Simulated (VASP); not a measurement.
# In2P (P3_121) in VASP: notebook

The runs below take In2P through single point, relaxation of cell and atoms, with PBE+D3(BJ), PBE.

Program: VASP 6.6.1. These are calculated values, not measurements. Logs are shortened: lines on timing, memory, paths and dates and some standing lists are left out, and cuts for length are marked.

### Step 1. The cell of the first run

Symmetry: P3_121, No. 152, trigonal system. The conventional cell has a = 7.077 Å, b = 7.077 Å, c = 6.963 Å, α = 90.00°, β = 90.00°, γ = 120.00°. In (site symmetry 1) has 2 P at 2.57 to 2.61 Å and 2 In at 2.84 to 3.25 Å within 3.4 Å. Within 3.4 Å of P (site symmetry 2) lie 4 In at 2.57 to 2.61 Å.

### Step 2. Single point, PBE+D3(BJ)

Contents of INCAR:

```
  PREC = Accurate
  ENCUT = 520
  EDIFF = 1E-6
  ISMEAR = 0
  SIGMA = 0.1
  LREAL = False
  LASPH = True
  NELM = 80
  ALGO = Fast
  ISIF = 2
  LWAVE = False
  LCHARG = True
  GGA = PE
  IVDW = 12
  LELF = True
  LVHAR = True
  NBANDS = 56
```

Contents of KPOINTS:

```
regular mesh
0
Gamma
  6 6 6
```

Contents of POSCAR:

```
In2P
1.0
    7.0767699817      0.0000000000      0.0000000000
   -3.5383849908      6.1286625809      0.0000000000
    0.0000000000      0.0000000000      6.9629213549
In P
6 3
Direct
    0.3602894612      0.2640476591      0.3145258884
    0.7359523409      0.0962418021      0.6478592217
    0.9037581979      0.6397105388      0.9811925550
    0.2640476591      0.3602894612      0.6854741116
    0.0962418021      0.7359523409      0.3521407783
    0.6397105388      0.9037581979      0.0188074450
    0.5174445046      0.0000000000      0.3333333333
    0.0000000000      0.5174445046      0.6666666667
    0.4825554954      0.4825554954      0.0000000000
```

Potentials or basis: VASP PAW PBE potentials, release 64 (In_d, P).

Started as:

```console
$ cat potpaw_PBE.64/In_d/POTCAR potpaw_PBE.64/P/POTCAR > POTCAR
$ mpirun -np 1 vasp_std > vasp.out
```

OUTCAR:

```text
PREC = Accurate
   ENCUT = 520
   EDIFF = 1E-6
   ISMEAR = 0
   LREAL = False
   LASPH = True
   NELM = 80
   ISIF = 2
   GGA = PE
   IVDW = 12
 IVDW          = 12

 ion  position               nearest neighbor table
   1  0.360  0.264  0.315-   9 2.57   7 2.61   4 2.84   5 3.25
   2  0.736  0.096  0.648-   7 2.57   8 2.61   6 2.84   4 3.25
   3  0.904  0.640  0.981-   8 2.57   9 2.61   5 2.84   6 3.25
   4  0.264  0.360  0.685-   9 2.57   8 2.61   1 2.84   2 3.25
   5  0.096  0.736  0.352-   8 2.57   7 2.61   3 2.84   1 3.25
   6  0.640  0.904  0.019-   7 2.57   9 2.61   2 2.84   3 3.25
   7  0.517  0.000  0.333-   6 2.57   2 2.57   1 2.61   5 2.61
   8  0.000  0.517  0.667-   3 2.57   5 2.57   4 2.61   2 2.61
   9  0.483  0.483  0.000-   1 2.57   4 2.57   6 2.61   3 2.61

  LATTYP: Found a hexagonal cell.
 ALAT       =     7.0767699817
 C/A-ratio  =     0.9839123460

  Lattice vectors:

 A1 = (   7.0767699817,   0.0000000000,   0.0000000000)
 A2 = (  -3.5383849908,   6.1286625809,   0.0000000000)
 A3 = (   0.0000000000,   0.0000000000,   6.9629213549)

Analysis of symmetry for initial positions (statically):
=====================================================================
 Subroutine PRICEL returns:
 Original cell was already a primitive cell.

 Routine SETGRP: Setting up the symmetry group for a
 hexagonal supercell.

 Subroutine GETGRP returns: Found  6 space group operations
 (whereof  2 operations were pure point group operations)
 out of a pool of 24 trial point group operations.

The static configuration has the point symmetry C_2 .
 The point group associated with its full space group is D_3 .

Analysis of symmetry for dynamics (positions and initial velocities):
=====================================================================
 Subroutine PRICEL returns:
 Original cell was already a primitive cell.

 Routine SETGRP: Setting up the symmetry group for a
 hexagonal supercell.

 Subroutine GETGRP returns: Found  6 space group operations
 (whereof  2 operations were pure point group operations)
 out of a pool of 24 trial point group operations.

The dynamic configuration has the point symmetry C_2 .
 The point group associated with its full space group is D_3 .

 Subroutine INISYM returns: Found  6 space group operations
 (whereof  2 operations are pure point group operations),
 and found     1 'primitive' translations

----------------------------------------------------------------------------------------

                                     Primitive cell

  volume of cell :     301.9898

  direct lattice vectors                    reciprocal lattice vectors
     7.076769982  0.000000000  0.000000000     0.141307405  0.081583868  0.000000000
    -3.538384991  6.128662581  0.000000000     0.000000000  0.163167736  0.000000000
     0.000000000  0.000000000  6.962921355     0.000000000  0.000000000  0.143617879

  length of vectors
     7.076769982  7.076769982  6.962921355     0.163167736  0.163167736  0.143617879

  position of ions in fractional coordinates (direct lattice)
     0.360289461  0.264047659  0.314525888
     0.735952341  0.096241802  0.647859222
     0.903758198  0.639710539  0.981192555
     0.264047659  0.360289461  0.685474112
     0.096241802  0.735952341  0.352140778
     0.639710539  0.903758198  0.018807445
     0.517444505  0.000000000  0.333333333
     1.000000000  0.517444505  0.666666667
     0.482555495  0.482555495  0.000000000

  ion indices of the primitive-cell ions
   primitive index   ion index
                 1           1
                 2           2
                 3           3
                 4           4
                 5           5
                 6           6
                 7           7
                 8           8
                 9           9

----------------------------------------------------------------------------------------

 KPOINTS: regular mesh

Automatic generation of k-mesh.
 Grid dimensions read from file:
 generate k-points for:    6    6    6

 Generating k-lattice:

  Cartesian coordinates                     Fractional coordinates (reciprocal lattice)
     0.023551234  0.013597311  0.000000000     0.166666667 -0.000000000  0.000000000
     0.000000000  0.027194623  0.000000000     0.000000000  0.166666667  0.000000000
     0.000000000  0.000000000  0.023936313     0.000000000  0.000000000  0.166666667

  Length of vectors
     0.027194623  0.027194623  0.023936313

  Shift w.r.t. Gamma in fractional coordinates (k-lattice)
     0.000000000  0.000000000  0.000000000

 Subroutine IBZKPT returns following result:
 ===========================================

 Found     34 irreducible k-points:

 Following reciprocal coordinates:
            Coordinates               Weight
  0.000000  0.000000  0.000000      1.000000
  0.166667  0.000000  0.000000      6.000000
  0.333333  0.000000  0.000000      6.000000
  0.500000  0.000000  0.000000      3.000000
  0.166667  0.166667  0.000000      6.000000
  0.333333  0.166667  0.000000     12.000000
[... 16 lines left out ...]
  0.500000  0.000000  0.333333      6.000000
  0.166667  0.166667  0.333333     12.000000
 [... further k-points ...]
   k-points           NKPTS =     34   k-points in BZ     NKDIM =     34   number of bands    NBANDS=     56
   number of dos      NEDOS =    301   number of ions     NIONS =      9
   total plane-waves  NPLWV = 157464
   dimension x,y,z NGX =    54 NGY =   54 NGZ =   54
   dimension x,y,z NGXF=   108 NGYF=  108 NGZF=  108
   ions per type =               6   3
   NGX,Y,Z   is equivalent  to a cutoff of  12.69, 12.69, 12.89 a.u.
   NGXF,Y,Z  is equivalent  to a cutoff of  25.37, 25.37, 25.79 a.u.
 SYSTEM =  unknown system
   PREC   = accura    normal or accurate (medium, high low for compatibility)
   ISTART =      0    job   : 0-new  1-cont  2-samecut
   ICHARG =      2    charge: 1-file 2-atom 10-const
   ISPIN  =      1    spin polarized calculation?
   LNONCOLLINEAR =      F non collinear calculations
   LSORBIT =      F    spin-orbit coupling
   LASPH  =      T    aspherical Exc in radial PAW
   ENCUT  =  520.0 eV  38.22 Ry    6.18 a.u.  13.16 13.16 12.95*2*pi/ulx,y,z
   NELM   =     80;   NELMIN=  2; NELMDL= -5     # of ELM steps
   EDIFF  = 0.1E-05   stopping-criterion for ELM
   LREAL  =      F    real-space projection
   EDIFFG = 0.1E-04   stopping-criterion for IOM
   NSW    =      0    number of steps for IOM
   IBRION =     -1    ionic relax: 0-MD 1-quasi-New 2-CG
   NFREE  =      0    steps in history (QN), initial steepest desc. (CG)
   ISIF   =      2    stress and relaxation
   ISYM   =      2    0-nonsym 1-usesym 2-fastsym
   POTIM  = 0.5000    time-step for ionic-motion
   TEBEG  =    0.0;   TEEND  =   0.0 temperature during run
   PSTRESS=    0.0 pullay stress
   NELECT =      93.0000    total number of electrons
   NUPDOWN=      -1.0000    fix difference up-down
   EMIN   =  10.00;   EMAX   =-10.00  energy-range for DOS
   EFERMI =   0.00;   METHOD = LEGACY
   ISMEAR =     0;   SIGMA  =   0.10  broadening in eV -4-tet -1-fermi 0-gaus
   EFERMI_NEDOS =   21; number of points for ismear=-14 and -15
   IALGO  =     68    algorithm
   IMIX   =      4    mixing-type and parameters
     AMIX     =   0.40;   BMIX     =  1.00
     AMIX_MAG =   1.60;   BMIX_MAG =  1.00
  volume/ion in A,a.u.               =      33.55       226.44
  Fermi-wavevector in a.u.,A,eV,Ry     =   1.105533  2.089154 16.629085  1.222203
  Thomas-Fermi vector in A             =   2.242021
   LORBIT       =      0    0 simple, 1 ext, 2 COOP (PROOUT), +10 PAW based schemes
   GGA     = PE    functional components
   LHFCALC =     F    Hartree Fock is set to
   AEXX    =    0.0000 exact exchange contribution
   IVDW    =    12    specifies the selected vdW correction
   LEPSILON=     F    determine dielectric tensor
   LRPA    =     F    only Hartree local field effects (RPA)
 non-spin polarized calculation
 RMM-DIIS sequential band-by-band and
 Gauss-broadening in eV      SIGMA  =   0.10
  energy-cutoff  :      520.00
  volume of cell :      301.99
 maximum number of plane-waves:      8152
 NGX is ok and might be reduce to    54
   NGX = 27   NGY = 27   NGZ = 25

 number of electron      92.9999977 magnetization

 Free energy of the ion-electron system (eV)
  ---------------------------------------------------
  ext. energy  EPLUGINS =         0.00000000
  ---------------------------------------------------
  free energy    TOTEN  =       -29.66582717 eV

  energy without entropy =      -29.63762202  energy(sigma->0) =      -29.65172459

 E-fermi :   3.9161     XC(G=0):  -8.2763

 val. band max:        3.9009107653   @ k =   0.0000   0.3333   0.1667
 cond. band min:       3.9305914166   @ k =  -0.1667   0.5000   0.1667
 fundamental gap:      0.0296806513
 Fermi energy:         3.9160954303

 k-point     1 :       0.0000    0.0000    0.0000
  band No.  band energies     occupation
      1     -11.0287      2.00000
      2     -11.0287      2.00000
      3     -11.0175      2.00000
      4     -10.9423      2.00000
      5     -10.9423      2.00000
      6     -10.9080      2.00000
[... 48 lines left out ...]
     55       7.7154      0.00000
     56       7.8195      0.00000

 k-point     2 :       0.1667    0.0000    0.0000
  band No.  band energies     occupation
      1     -11.0350      2.00000
      2     -11.0260      2.00000
      3     -11.0095      2.00000
      4     -10.9433      2.00000
      5     -10.9426      2.00000
      6     -10.9194      2.00000
[... 48 lines left out ...]
     55       7.2634      0.00000
     56       7.8661      0.00000
[... 1237 lines left out ...]
     55       7.1967      0.00000
     56       7.3012      0.00000

 k-point    24 :       0.1667    0.1667    0.3333
  band No.  band energies     occupation
      1     -11.0269      2.00000
      2     -11.0141      2.00000
      3     -10.9922      2.00000
      4     -10.9642      2.00000
      5     -10.9357      2.00000
      6     -10.9279      2.00000
[... 48 lines left out ...]
     55       7.3433      0.00000
     56       7.6071      0.00000

 [... further k-points ...]

------------------------ aborting loop because EDIFF is reached ----------------------------------------

 Edisp (eV)   -2.15686

 E8    (eV) :    -0.9996

  FORCE on cell =-STRESS in cart. coord.  units (eV):
  Direction    XX          YY          ZZ          XY          YZ          ZX
  --------------------------------------------------------------------------------------
  -------------------------------------------------------------------------------------
  Total      -2.39848    -2.39848    -2.48782    -0.00000    -0.00000     0.00000
  in kB     -12.72490   -12.72490   -13.19889    -0.00000    -0.00000     0.00000
  external pressure =      -12.88 kB  Pullay stress =        0.00 kB

 VOLUME and BASIS-vectors are now :
 -----------------------------------------------------------------------------
  energy-cutoff  :      520.00
  volume of cell :      301.99
      direct lattice vectors                 reciprocal lattice vectors
     7.076769982  0.000000000  0.000000000     0.141307405  0.081583868  0.000000000
    -3.538384991  6.128662581  0.000000000     0.000000000  0.163167736  0.000000000
     0.000000000  0.000000000  6.962921355     0.000000000  0.000000000  0.143617879

 POSITION                                       TOTAL-FORCE (eV/Angst)
 -----------------------------------------------------------------------------------
      1.61538      1.61826      2.19002        -0.012558      0.021455     -0.002289
      4.86762      0.58983      4.51099        -0.012302     -0.021602     -0.002289
      4.13215      3.92057      6.83197         0.024859      0.000148     -0.002289
      0.59376      2.20809      4.77290         0.024859     -0.000148      0.002289
     -1.92300      4.51040      2.45193        -0.012558     -0.021455      0.002289
      1.32924      5.53883      0.13095        -0.012302      0.021602      0.002289
      3.66184      0.00000      2.32097         0.018647      0.000000      0.000000
     -1.83092      3.17124      4.64195        -0.009324      0.016149      0.000000
      1.70747      2.95742      0.00000        -0.009324     -0.016149      0.000000
 -----------------------------------------------------------------------------------
    total drift:                                0.000002      0.000003      0.000000

  FREE ENERGIE OF THE ION-ELECTRON SYSTEM (eV)
  ---------------------------------------------------
  free  energy   TOTEN  =       -31.8226827675 eV

  energy  without entropy=      -31.7944776110  energy(sigma->0) =      -31.80858019
```

Run time: 20 min. Hardware: 1 thread of Oxide Virtual Turin-like, shared host; peak memory 0.63 GiB.

What came out:

| Quantity | Value |
| --- | --- |
| Free energy | -31.8227 eV |
| Pressure | -1.3 GPa |
| Largest force | 0.025 eV/Å |
| Band gap on the k mesh | zero (an odd number of electrons rules out a gap without spin polarisation) |
| Dispersion energy per atom | -0.240 eV |

Forces on the atoms (eV/Å):
```
In  -0.013  0.021 -0.002
In  -0.012 -0.022 -0.002
In   0.025  0.000 -0.002
In   0.025  0.000  0.002
In  -0.013 -0.021  0.002
In  -0.012  0.022  0.002
P    0.019  0.000  0.000
P   -0.009  0.016  0.000
P   -0.009 -0.016  0.000
```

Levels at points of the mesh, in eV from the Fermi level:
| k point | band 43 | band 44 | band 45 | band 46 | band 47 | band 48 | band 49 | band 50 |
| --- | --- | --- | --- | --- | --- | --- | --- | --- |
| (0.00, 0.00, 0.00) | -2.44 | -1.61 | -1.61 | -0.89 | 0.62 | 0.62 | 0.78 | 1.26 |
| (0.50, 0.00, 0.00) | -1.96 | -1.54 | -1.32 | -0.64 | 0.09 | 0.56 | 1.51 | 1.52 |
| (0.00, 0.00, 0.50) | -1.61 | -1.61 | -0.48 | -0.32 | -0.32 | 0.61 | 1.03 | 1.03 |
| (0.50, 0.00, 0.50) | -1.91 | -1.56 | -1.33 | -0.58 | 0.33 | 0.61 | 1.02 | 1.21 |

Caveat: three body term missing; spin-orbit coupling is left out, which moves the levels of the heavy elements.

### Step 3. Relaxation of cell and atoms, PBE

This run uses another cell than the first one, of 33.11 Å³/atom.

Contents of INCAR:

```
SYSTEM = In2P
ALGO = Fast
EDIFF = 1E-6
EDIFFG = -0.01
ENCUT = 600
GGA = PE
IBRION = 2
ISIF = 3
ISMEAR = 0
LASPH = .TRUE.
LCHARG = .FALSE.
LREAL = .FALSE.
LWAVE = .FALSE.
NELM = 80
NSW = 100
PREC = Accurate
SIGMA = 0.1
```

Contents of KPOINTS:

```
k-points
0
G
  6 6 6
  0 0 0
```

Contents of POSCAR:

```
In2P
1.0
    7.0179580493      0.0000000000      0.0000000000
   -3.5089790246      6.0777299534      0.0000000000
    0.0000000000      0.0000000000      6.9860486754
In P
6 3
Direct
    0.3609679456      0.2648818003      0.3153175151
    0.7351181997      0.0960861453      0.6486508484
    0.9039138547      0.6390320544      0.9819841818
    0.2648818003      0.3609679456      0.6846824849
    0.0960861453      0.7351181997      0.3513491516
    0.6390320544      0.9039138547      0.0180158182
    0.5209183161      0.0000000000      0.3333333333
    0.0000000000      0.5209183161      0.6666666667
    0.4790816839      0.4790816839      0.0000000000
```

Potentials or basis: VASP PAW PBE potentials, release 64 (In_d, P).

Started as:

```console
$ cat potpaw_PBE.64/In_d/POTCAR potpaw_PBE.64/P/POTCAR > POTCAR
$ mpirun -np 1 vasp_std > vasp.out
```

Run time: 2.3 h. Hardware: 1 thread of Oxide Virtual Turin-like, shared host; peak memory 0.76 GiB.

The run converged. Its results:

```
Free energy                           : -29.6655 eV
Relaxed volume                        : 33.53 Å³/atom
Relaxed cell                          : a = 7.072 Å, b = 7.072 Å, c = 6.968 Å, α = 90.00°, β = 90.00°, γ = 120.00°
Space group after relaxing (to 0.1 Å) : P3_121 (No. 152)
Energy gained by relaxing             : 0.2 meV/atom
Ionic steps                           : 20
Pressure after relaxing               : 0.0 GPa
Largest force after relaxing          : 0.010 eV/Å
Band gap on the k mesh                : zero (an odd number of electrons rules out a gap without spin polarisation)
```

Forces on the atoms (eV/Å):
```
In  -0.004 -0.006 -0.007
In   0.007 -0.001 -0.007
In  -0.003  0.006 -0.007
In  -0.003 -0.006  0.007
In  -0.004  0.006  0.007
In   0.007  0.001  0.007
P   -0.006  0.000  0.000
P    0.003 -0.005  0.000
P    0.003  0.005  0.000
```

Step by step:
```csv
step,energy change (eV),largest force (eV/Å),pressure (GPa),volume (Å³)
1,0.0000,0.0200,0.18,297.98
2,-0.0010,0.0199,-0.19,299.60
3,-0.0009,0.0198,0.06,299.22
4,-0.0009,0.0198,0.04,299.32
5,-0.0009,0.0198,0.00,299.44
6,-0.0009,0.0198,0.01,299.47
7,-0.0009,0.0198,0.00,299.53
8,-0.0009,0.0197,0.01,299.50
9,-0.0011,0.0185,0.02,299.60
10,-0.0014,0.0154,0.03,299.92
11,-0.0018,0.0106,0.04,300.54
12,-0.0016,0.0227,0.05,301.79
13,-0.0019,0.0180,0.05,301.26
14,-0.0019,0.0152,-0.04,301.66
15,-0.0019,0.0179,0.02,301.56
16,-0.0019,0.0151,0.02,301.60
17,-0.0019,0.0150,0.01,301.64
18,-0.0019,0.0154,0.02,301.65
19,-0.0020,0.0126,0.01,301.68
20,-0.0020,0.0097,-0.02,301.79
```

Final structure:
```yaml
crystal:
  lattice:
    - [7.07194, 0.00000, 0.00000]
    - [-3.53597, 6.12448, 0.00000]
    - [0.00000, 0.00000, 6.96791]
  atoms:
    - { symbol: In, position: [0.36147, 0.26454, 0.31509] }
    - { symbol: In, position: [0.73546, 0.09693, 0.64842] }
    - { symbol: In, position: [0.90307, 0.63853, 0.98175] }
    - { symbol: In, position: [0.26454, 0.36147, 0.68491] }
    - { symbol: In, position: [0.09693, 0.73546, 0.35158] }
    - { symbol: In, position: [0.63853, 0.90307, 0.01825] }
    - { symbol: P, position: [0.51847, 0.00000, 0.33333] }
    - { symbol: P, position: [0.00000, 0.51847, 0.66667] }
    - { symbol: P, position: [0.48153, 0.48153, 0.00000] }
```

Levels at points of the mesh, in eV from the Fermi level:
```
           k point  band 42  band 43  band 44  band 45  band 46  band 47  band 48  band 49  band 50  band 51
(0.00, 0.00, 0.00)    -2.60    -2.44    -1.63    -1.63    -0.90     0.63     0.63     0.79     1.24     1.24
(0.50, 0.00, 0.00)    -2.00    -1.97    -1.55    -1.33    -0.64     0.09     0.56     1.51     1.52     1.88
(0.00, 0.00, 0.50)    -3.01    -1.60    -1.60    -0.50    -0.34    -0.34     0.58     1.00     1.00     1.79
(0.50, 0.00, 0.50)    -2.06    -1.93    -1.57    -1.34    -0.59     0.33     0.60     1.02     1.19     1.35
```

Caveat: spin-orbit coupling is left out, which moves the levels of the heavy elements.

The gap in the log of VASP goes by the Fermi energy; the results here count the filled bands.